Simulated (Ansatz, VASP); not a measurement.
## Cu: VASP beside Ansatz

File INCAR:

```
  ALGO = Normal
  EDIFF = 1E-6
  ENCUT = 520
  GGA = PE
  ISIF = 2
  ISMEAR = 1
  LASPH = True
  LCHARG = False
  LREAL = False
  LWAVE = False
  NBANDS = 12
  NELM = 100
  PREC = Accurate
  SIGMA = 0.1
```

KPOINTS

```
k-points
0
Gamma
  38 38 38
```

The input POSCAR:

```
Cu
1.0
    0.0000000000      1.8144205480      1.8144205480
    1.8144205480      0.0000000000      1.8144205480
    1.8144205480      1.8144205480      0.0000000000
Cu
1
Direct
    0.0000000000      0.0000000000      0.0000000000
```

Input for Ansatz:

```yaml
crystal:
  lattice:
    - [0.0, 1.814420548, 1.814420548]
    - [1.814420548, 0.0, 1.814420548]
    - [1.814420548, 1.814420548, 0.0]
  atoms:
    - { symbol: Cu, position: [0.0, 0.0, 0.0] }
kpoints:
  mp_grid: { grid: [38, 38, 38] }
scf:
  occupations: { method: cold, width: 0.1 }
hamiltonian:
  xc: pbe
  pseudopotentials: { kind: paw, azcp: { folder: soft_1 } }
output:
  forces: true
  stress: true
  populations: false
```

Alike in both runs: task single point; functional PBE; k mesh 38 × 38 × 38; no spin polarisation.

```csv
,VASP,Ansatz
version,VASP 6.6.1,Ansatz 0.2.0
potentials or method,"VASP PAW PBE potentials, release 64 (Cu)","plane-wave PAW, scalar-relativistic"
plane-wave cutoff (eV),520,420
occupations,"methfessel-paxton of order 1, width 0.1 eV","cold, width 0.1 eV"
valence electrons in the cell,11,19
```

VASP gave:

* pressure (GPa): 0.6

Question: What did Ansatz give for the same quantities?

Answer: Pressure (GPa): -0.1.

VASP's potentials hold 11 valence electrons a cell and Ansatz's 19, so a difference there can come from the potentials and not from the codes.
